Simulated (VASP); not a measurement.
ZrB3, 4 atoms in the cell. The structure is hexagonal, space group P6/mmm (No. 191). The conventional cell has a = 3.579 Å, b = 3.579 Å, c = 3.582 Å, α = 90.00°, β = 90.00°, γ = 120.00°. Zr (site symmetry 6/mmm) has 12 B at 2.53 Å within 3.3 Å. B (site symmetry mmm) has 4 B at 1.79 Å within 2.4 Å. 

- Program: VASP 6.6.1
- Task: single point
- Functional: PBE
- Potentials or basis: VASP PAW PBE potentials, release 64 (Zr_sv, B)
- Cutoff: 500 eV
- k mesh: 15 × 15 × 14
- Occupations: gaussian, width 0.1 eV
- Spin: no spin polarisation
- Dipole correction: no
- Further INCAR settings: ALGO = Normal; EDIFF = 1e-06; NBANDS = 18

Potentials or basis: VASP PAW PBE potentials, release 64 (Zr_sv, B).

Launch:

```sh
$ cat potpaw_PBE.64/Zr_sv/POTCAR potpaw_PBE.64/B/POTCAR > POTCAR
$ mpirun -np 1 vasp_std > vasp.out
```

Hardware: 1 thread of Intel(R) Xeon(R) 6975P-C (Granite Rapids), with other jobs on the host.

Estimate the wall time of this run.

Run time: 59 s on 1 thread of Intel(R) Xeon(R) 6975P-C (Granite Rapids) (shared host), peak memory 0.26 GiB. Counts: scf iterations 13, k points 216.
